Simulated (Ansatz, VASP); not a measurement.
# TiC in VASP and in Ansatz

```
CELL_PARAMETERS angstrom
0.00000 2.16572 2.16572
2.16572 0.00000 2.16572
2.16572 2.16572 0.00000
ATOMIC_POSITIONS crystal
Ti 0.00000 0.00000 0.00000
C 0.50000 0.50000 0.50000
```

Alike in both runs: task single point; functional PBEsol; k mesh 11 × 11 × 11; occupations gaussian, width 0.02 eV; no spin polarisation.

|  | VASP | Ansatz |
| --- | --- | --- |
| version | VASP 6.6.1 | Ansatz 0.2.0 |
| potentials or method | VASP PAW PBE potentials, release 64 (Ti_sv, C), cutoff 520 eV | all-electron LAPW, scalar-relativistic |

|  | VASP | Ansatz | Ansatz less VASP |
| --- | --- | --- | --- |
| gap on the k mesh at the Fermi level (eV) | none | none | - |
| pressure (GPa) | -6.4 | -6.7 | -0.31 |

VASP's potentials were made for PBE, not for PBEsol. A gap of «none» marks a metal or a gap that the smearing closes. Ansatz ran all-electron here, and VASP with PAW potentials.
